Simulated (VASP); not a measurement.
# Sr (Im-3m) in VASP: notebook

The runs below take Sr through single point, with PBE, r2SCAN.

Everything below comes from runs of VASP 6.6.1. Logs are shortened: lines on timing, memory, paths and dates and some standing lists are left out, and cuts for length are marked.

### 1 The cell of the first run

It takes space group Im-3m (No. 229, cubic). Conventional cell: a = 4.395 Å, b = 4.395 Å, c = 4.395 Å, α = 90.00°, β = 90.00°, γ = 90.00°. Within 5.0 Å of Sr (site symmetry m-3m) lie 14 Sr at 3.81 to 4.39 Å.

### 2 Single point, PBE

Contents of INCAR:

```
SYSTEM = Sr
ALGO = Normal
EDIFF = 1E-6
ENCUT = 500
GGA = PE
GGA_COMPAT = .FALSE.
ISIF = 2
ISMEAR = 0
LASPH = .TRUE.
LCHARG = .FALSE.
LREAL = .FALSE.
LWAVE = .FALSE.
NBANDS = 11
NELM = 120
PREC = Accurate
SIGMA = 0.1
```

Contents of KPOINTS:

```
k-points
0
G
  4 4 4
  0 0 0
```

Contents of POSCAR:

```
Sr
1.0
   -2.1973676246      2.1973676246      2.1973676246
    2.1973676246     -2.1973676246      2.1973676246
    2.1973676246      2.1973676246     -2.1973676246
Sr
1
Direct
    0.0000000000      0.0000000000      0.0000000000
```

Potentials or basis: VASP PAW PBE potentials, release 64 (Sr_sv).

The run is started by

```bash
cat potpaw_PBE.64/Sr_sv/POTCAR > POTCAR
mpirun -np 1 vasp_std > vasp.out
```

OUTCAR:

```text
SYSTEM = Sr
   EDIFF = 1E-6
   ENCUT = 500
   GGA = PE
   ISIF = 2
   ISMEAR = 0
   LASPH = .TRUE.
   LREAL = .FALSE.
   NELM = 120
   PREC = Accurate

 ion  position               nearest neighbor table
   1  0.000  0.000  0.000-

  LATTYP: Found a body centered cubic cell.
 ALAT       =     4.3947352492

  Lattice vectors:

 A1 = (  -2.1973676246,   2.1973676246,   2.1973676246)
 A2 = (   2.1973676246,  -2.1973676246,   2.1973676246)
 A3 = (   2.1973676246,   2.1973676246,  -2.1973676246)

Analysis of symmetry for initial positions (statically):
=====================================================================
 Subroutine PRICEL returns:
 Original cell was already a primitive cell.

 Routine SETGRP: Setting up the symmetry group for a
 body centered cubic supercell.

 Subroutine GETGRP returns: Found 48 space group operations
[... 9 lines left out ...]

 Routine SETGRP: Setting up the symmetry group for a
 body centered cubic supercell.

 Subroutine GETGRP returns: Found 48 space group operations
[... 11 lines left out ...]
                                     Primitive cell

  volume of cell :      42.4393

  direct lattice vectors                    reciprocal lattice vectors
    -2.197367625  2.197367625  2.197367625     0.000000000  0.227544993  0.227544993
     2.197367625 -2.197367625  2.197367625     0.227544993  0.000000000  0.227544993
     2.197367625  2.197367625 -2.197367625     0.227544993  0.227544993  0.000000000

  length of vectors
     3.805952369  3.805952369  3.805952369     0.321797215  0.321797215  0.321797215

  position of ions in fractional coordinates (direct lattice)
     0.000000000  0.000000000  0.000000000

  ion indices of the primitive-cell ions
   primitive index   ion index
                 1           1

----------------------------------------------------------------------------------------

 KPOINTS: k-points

Automatic generation of k-mesh.
 Grid dimensions read from file:
 generate k-points for:    4    4    4

 Generating k-lattice:

  Cartesian coordinates                     Fractional coordinates (reciprocal lattice)
     0.000000000  0.056886248  0.056886248     0.250000000  0.000000000  0.000000000
     0.056886248  0.000000000  0.056886248     0.000000000  0.250000000  0.000000000
     0.056886248  0.056886248  0.000000000     0.000000000  0.000000000  0.250000000

  Length of vectors
     0.080449304  0.080449304  0.080449304

  Shift w.r.t. Gamma in fractional coordinates (k-lattice)
     0.000000000  0.000000000  0.000000000

 Subroutine IBZKPT returns following result:
 ===========================================

 Found      8 irreducible k-points:

 Following reciprocal coordinates:
            Coordinates               Weight
  0.000000  0.000000  0.000000      1.000000
  0.250000  0.000000  0.000000     12.000000
  0.500000  0.000000  0.000000      6.000000
  0.250000  0.250000  0.000000     24.000000
  0.250000  0.250000  0.250000      2.000000
 -0.250000  0.250000  0.250000      6.000000
  0.500000  0.500000  0.250000     12.000000
  0.500000  0.500000  0.500000      1.000000
   k-points           NKPTS =      8   k-points in BZ     NKDIM =      8   number of bands    NBANDS=     11
   number of dos      NEDOS =    301   number of ions     NIONS =      1
   total plane-waves  NPLWV =  21952
   dimension x,y,z NGX =    28 NGY =   28 NGZ =   28
   dimension x,y,z NGXF=    56 NGYF=   56 NGZF=   56
   ions per type =               1
   NGX,Y,Z   is equivalent  to a cutoff of  12.23, 12.23, 12.23 a.u.
   NGXF,Y,Z  is equivalent  to a cutoff of  24.46, 24.46, 24.46 a.u.
 SYSTEM =  Sr
   PREC   = accura    normal or accurate (medium, high low for compatibility)
   ISTART =      0    job   : 0-new  1-cont  2-samecut
   ICHARG =      2    charge: 1-file 2-atom 10-const
   ISPIN  =      1    spin polarized calculation?
   LNONCOLLINEAR =      F non collinear calculations
   LSORBIT =      F    spin-orbit coupling
   LASPH  =      T    aspherical Exc in radial PAW
   ENCUT  =  500.0 eV  36.75 Ry    6.06 a.u.   6.94  6.94  6.94*2*pi/ulx,y,z
   NELM   =    120;   NELMIN=  2; NELMDL= -5     # of ELM steps
   EDIFF  = 0.1E-05   stopping-criterion for ELM
   LREAL  =      F    real-space projection
   EDIFFG = 0.1E-04   stopping-criterion for IOM
   NSW    =      0    number of steps for IOM
   IBRION =     -1    ionic relax: 0-MD 1-quasi-New 2-CG
   NFREE  =      0    steps in history (QN), initial steepest desc. (CG)
   ISIF   =      2    stress and relaxation
   ISYM   =      2    0-nonsym 1-usesym 2-fastsym
   POTIM  = 0.5000    time-step for ionic-motion
   TEBEG  =    0.0;   TEEND  =   0.0 temperature during run
   PSTRESS=    0.0 pullay stress
   NELECT =      10.0000    total number of electrons
   NUPDOWN=      -1.0000    fix difference up-down
   EMIN   =  10.00;   EMAX   =-10.00  energy-range for DOS
   EFERMI =   0.00;   METHOD = LEGACY
   ISMEAR =     0;   SIGMA  =   0.10  broadening in eV -4-tet -1-fermi 0-gaus
   EFERMI_NEDOS =   21; number of points for ismear=-14 and -15
   IALGO  =     38    algorithm
   IMIX   =      4    mixing-type and parameters
     AMIX     =   0.40;   BMIX     =  1.00
     AMIX_MAG =   1.60;   BMIX_MAG =  1.00
  volume/ion in A,a.u.               =      42.44       286.39
  Fermi-wavevector in a.u.,A,eV,Ry     =   1.011157  1.910810 13.911132  1.022439
  Thomas-Fermi vector in A             =   2.144190
   LORBIT       =      0    0 simple, 1 ext, 2 COOP (PROOUT), +10 PAW based schemes
   GGA     = PE    functional components
   LHFCALC =     F    Hartree Fock is set to
   AEXX    =    0.0000 exact exchange contribution
   IVDW    =     0    specifies the selected vdW correction
   LEPSILON=     F    determine dielectric tensor
   LRPA    =     F    only Hartree local field effects (RPA)
 non-spin polarized calculation
 Gauss-broadening in eV      SIGMA  =   0.10
  energy-cutoff  :      500.00
  volume of cell :       42.44
 maximum number of plane-waves:      1088
   NGX = 13   NGY = 13   NGZ = 13

 number of electron      10.0000000 magnetization

 Free energy of the ion-electron system (eV)
  ---------------------------------------------------
  ext. energy  EPLUGINS =         0.00000000
  ---------------------------------------------------
  free energy    TOTEN  =        -1.51778629 eV

  energy without entropy =       -1.51367127  energy(sigma->0) =       -1.51572878

 E-fermi :   2.4859     XC(G=0):  -8.1822

 val. band max:        2.2474672643   @ k =   0.5000   0.5000   0.2500
 cond. band min:       2.5834795564   @ k =   0.5000   0.5000   0.2500
 fundamental gap:      0.3360122921
 Fermi energy:         2.4858592970

 k-point     1 :       0.0000    0.0000    0.0000
  band No.  band energies     occupation
      1     -33.5907      2.00000
      2     -15.3869      2.00000
      3     -15.3869      2.00000
      4     -15.3869      2.00000
      5      -1.4407      2.00000
      6       5.2413      0.00000
      7       5.2413      0.00000
      8       5.2413      0.00000
      9       6.8963      0.00000
     10       6.8963      0.00000
     11      11.6598      0.00000

 k-point     2 :       0.2500    0.0000    0.0000
  band No.  band energies     occupation
      1     -33.5660      2.00000
      2     -15.6327      2.00000
      3     -15.4628      2.00000
      4     -15.3887      2.00000
      5      -0.1928      2.00000
      6       4.1287      0.00000
      7       4.3688      0.00000
      8       6.5888      0.00000
      9       6.6147      0.00000
     10       6.9601      0.00000
     11      11.7987      0.00000

 k-point     3 :       0.5000    0.0000    0.0000
  band No.  band energies     occupation
      1     -33.5411      2.00000
      2     -15.8628      2.00000
      3     -15.5370      2.00000
      4     -15.3905      2.00000
      5       1.3605      2.00000
      6       3.3009      0.00000
      7       3.7458      0.00000
      8       6.8286      0.00000
      9       7.6023      0.00000
     10       9.2664      0.00000
     11       9.6637      0.00000

 k-point     4 :       0.2500    0.2500    0.0000
  band No.  band energies     occupation
      1     -33.5412      2.00000
      2     -15.7757      2.00000
      3     -15.5850      2.00000
      4     -15.4365      2.00000
      5       1.6310      2.00000
      6       3.1305      0.00000
      7       3.6525      0.00000
      8       6.6888      0.00000
      9       7.3843      0.00000
     10       8.7078      0.00000
     11       9.9739      0.00000

 k-point     5 :       0.2500    0.2500    0.2500
  band No.  band energies     occupation
      1     -33.5378      2.00000
      2     -15.6239      2.00000
      3     -15.6239      2.00000
      4     -15.6239      2.00000
      5       3.0167      0.00000
      6       3.0167      0.00000
      7       3.0167      0.00000
      8       7.0128      0.00000
      9       7.7252      0.00000
     10       7.7252      0.00000
     11      10.8802      0.00000

 k-point     6 :      -0.2500    0.2500    0.2500
  band No.  band energies     occupation
      1     -33.5446      2.00000
      2     -15.6426      2.00000
      3     -15.5457      2.00000
      4     -15.5457      2.00000
      5       0.8561      2.00000
      6       3.6977      0.00000
      7       5.0645      0.00000
      8       5.0645      0.00000
      9       6.6181      0.00000
     10       7.3045      0.00000
     11      11.2123      0.00000

 k-point     7 :       0.5000    0.5000    0.2500
  band No.  band energies     occupation
      1     -33.5231      2.00000
      2     -15.7890      2.00000
      3     -15.6265      2.00000
      4     -15.5561      2.00000
      5       2.2475      1.99925
      6       2.5835      0.16741
      7       4.9864      0.00000
      8       5.0140      0.00000
      9       7.7006      0.00000
     10       8.9743      0.00000
     11       9.9856      0.00000

 k-point     8 :       0.5000    0.5000    0.5000
  band No.  band energies     occupation
      1     -33.5050      2.00000
      2     -15.7135      2.00000
      3     -15.7135      2.00000
      4     -15.7135      2.00000
      5       2.0123      2.00000
      6       2.0123      2.00000
      7       7.4025      0.00000
      8       7.4025      0.00000
      9       7.4025      0.00000
     10       8.7100      0.00000
     11       8.7101      0.00000

------------------------ aborting loop because EDIFF is reached ----------------------------------------

  FORCE on cell =-STRESS in cart. coord.  units (eV):
  Direction    XX          YY          ZZ          XY          YZ          ZX
  --------------------------------------------------------------------------------------
  -------------------------------------------------------------------------------------
  Total        1.1422608      1.1422608      1.1422608     -0.0000000     -0.0000000     -0.0000000
  in kB       43.1228754     43.1228754     43.1228754     -0.0000000     -0.0000000     -0.0000000
  external PRESSURE =      43.1228754 kB  Pullay stress =       0.0000000 kB

 VOLUME and BASIS-vectors are now :
 -----------------------------------------------------------------------------
  energy-cutoff  :      500.00
  volume of cell :       42.44
      direct lattice vectors                 reciprocal lattice vectors
    -2.197367625  2.197367625  2.197367625     0.000000000  0.227544993  0.227544993
     2.197367625 -2.197367625  2.197367625     0.227544993  0.000000000  0.227544993
     2.197367625  2.197367625 -2.197367625     0.227544993  0.227544993  0.000000000

 POSITION                                       TOTAL-FORCE (eV/Angst)
 -----------------------------------------------------------------------------------
      0.00000      0.00000      0.00000        -0.000000     -0.000000     -0.000000
 -----------------------------------------------------------------------------------
    total drift:                               -0.000000     -0.000000     -0.000000

  FREE ENERGIE OF THE ION-ELECTRON SYSTEM (eV)
  ---------------------------------------------------
  free  energy   TOTEN  =        -1.5177862886 eV

  energy  without entropy=       -1.5136712668  energy(sigma->0) =       -1.51572878
```

Wall time 8.4 s (1 thread of Intel Xeon Platinum 8488C (Sapphire Rapids), shared host); peak memory 0.15 GiB.

Results:

* Free energy: -1.5178 eV
* Pressure: 4.3 GPa
* Band gap on the k mesh: zero (band 5 reaches 3.02 eV, above the bottom of band 6 at 2.01 eV)

Levels at points of the mesh, in eV from the Fermi level:
```tsv
k point	band 1	band 2	band 3	band 4	band 5	band 6	band 7	band 8	band 9	band 10
(0.00, 0.00, 0.00)	-36.08	-17.87	-17.87	-17.87	-3.93	2.76	2.76	2.76	4.41	4.41
(0.50, 0.00, 0.00)	-36.03	-18.35	-18.02	-17.88	-1.13	0.82	1.26	4.34	5.12	6.78
(0.50, 0.50, 0.50)	-35.99	-18.20	-18.20	-18.20	-0.47	-0.47	4.92	4.92	4.92	6.22
```

Caveat: the k points lie up to 0.51 Å⁻¹ apart.

### 3 Single point, PBE

This run uses another cell than the first one, of 41.58 Å³/atom, 0.980 times its volume.

Contents of INCAR:

```
  PREC = Accurate
  ENCUT = 500
  EDIFF = 1E-6
  ISMEAR = 0
  SIGMA = 0.1
  LREAL = False
  LASPH = True
  NELM = 120
  ALGO = Normal
  ISIF = 2
  LWAVE = False
  LCHARG = False
  GGA = PE
  NBANDS = 11
  GGA_COMPAT = False
```

Contents of KPOINTS:

```
regular mesh
0
Gamma
  4 4 4
```

Contents of POSCAR:

```
Sr
1.0
   -2.1825000000      2.1825000000      2.1825000000
    2.1825000000     -2.1825000000      2.1825000000
    2.1825000000      2.1825000000     -2.1825000000
Sr
1
Direct
    0.0000000000      0.0000000000      0.0000000000
```

Potentials or basis: VASP PAW PBE potentials, release 64 (Sr_sv).

The run is started by

```bash
cat potpaw_PBE.64/Sr_sv/POTCAR > POTCAR
mpirun -np 1 vasp_std > vasp.out
```

Run time: 7.3 s. Hardware: 1 thread of Intel Xeon Platinum 8488C (Sapphire Rapids), shared host; peak memory 0.15 GiB.

Results (log left out):

- Free energy: -1.4932 eV
- Pressure: 4.9 GPa
- Band gap on the k mesh: zero (band 5 reaches 3.11 eV, above the bottom of band 6 at 2.06 eV)

Levels at points of the mesh, in eV from the Fermi level:
| k point | band 1 | band 2 | band 3 | band 4 | band 5 | band 6 | band 7 | band 8 | band 9 | band 10 |
| --- | --- | --- | --- | --- | --- | --- | --- | --- | --- | --- |
| (0.00, 0.00, 0.00) | -36.05 | -17.83 | -17.83 | -17.83 | -3.95 | 2.78 | 2.78 | 2.78 | 4.46 | 4.46 |
| (0.50, 0.00, 0.00) | -35.99 | -18.34 | -17.99 | -17.84 | -1.15 | 0.87 | 1.25 | 4.41 | 5.19 | 6.89 |
| (0.50, 0.50, 0.50) | -35.95 | -18.18 | -18.18 | -18.18 | -0.51 | -0.51 | 5.03 | 5.03 | 5.03 | 6.32 |

Caveat: the k points lie up to 0.51 Å⁻¹ apart.

(Continued in part 2 of 2.)
